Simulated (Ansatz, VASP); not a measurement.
**LaSb in VASP and in Ansatz**

Contents of INCAR:

```
SYSTEM = LaSb
PREC = Accurate ; ENCUT = 520
EDIFF = 1E-6 ; ISMEAR = -1
SIGMA = 0.1 ; LREAL = .FALSE.
LASPH = .TRUE. ; NELM = 80
ALGO = Normal ; ISIF = 2
LWAVE = .FALSE. ; LCHARG = .FALSE.
NBANDS = 15
```

The input KPOINTS:

```
Automatic mesh
0
G
  8 8 8
  0 0 0
```

Contents of POSCAR:

```
LaSb
1.0
    0.0000000000      3.2735917816      3.2735917816
    3.2735917816      0.0000000000      3.2735917816
    3.2735917816      3.2735917816      0.0000000000
La Sb
1 1
Direct
    0.0000000000      0.0000000000      0.0000000000
    0.5000000000      0.5000000000      0.5000000000
```

Input for Ansatz:

```yaml
crystal:
  lattice:
    - [0.0, 3.2735917815938933, 3.2735917815938933]
    - [3.2735917815938933, 0.0, 3.2735917815938933]
    - [3.2735917815938933, 3.2735917815938933, 0.0]
  atoms:
    - { symbol: La, position: [0.0, 0.0, 0.0] }
    - { symbol: Sb, position: [0.5, 0.5, 0.5] }
basis:
  ecutwfc: 500.0
kpoints:
  mp_grid:
    grid: [8, 8, 8]
hamiltonian:
  xc: lda
scf:
  occupations:
    method: fermi_dirac
    width: 0.1
output:
  stress: true
```

Alike in both runs: task single point; functional LDA; k mesh 8 × 8 × 8; occupations fermi-dirac, width 0.1 eV; no spin polarisation.

|  | VASP | Ansatz |
| --- | --- | --- |
| version | VASP 6.6.1 | Ansatz 0.2.0 |
| potentials or method | VASP PAW LDA potentials, release 64 (La, Sb), cutoff 520 eV | plane waves, PAW |
| valence electrons in the cell | 16 | 26 |

Ansatz gave:

| Quantity | Value |
| --- | --- |
| pressure (GPa) | -3.6 |

Task: Which values does VASP return?

Result: Pressure (GPa): -3.5.

LDA's correlation is that of Perdew and Zunger in VASP and of Perdew and Wang (1992) in Ansatz. VASP's potentials hold 16 valence electrons a cell and Ansatz's 26, so a difference there can come from the potentials and not from the codes.

Neither program's run includes spin-orbit coupling.
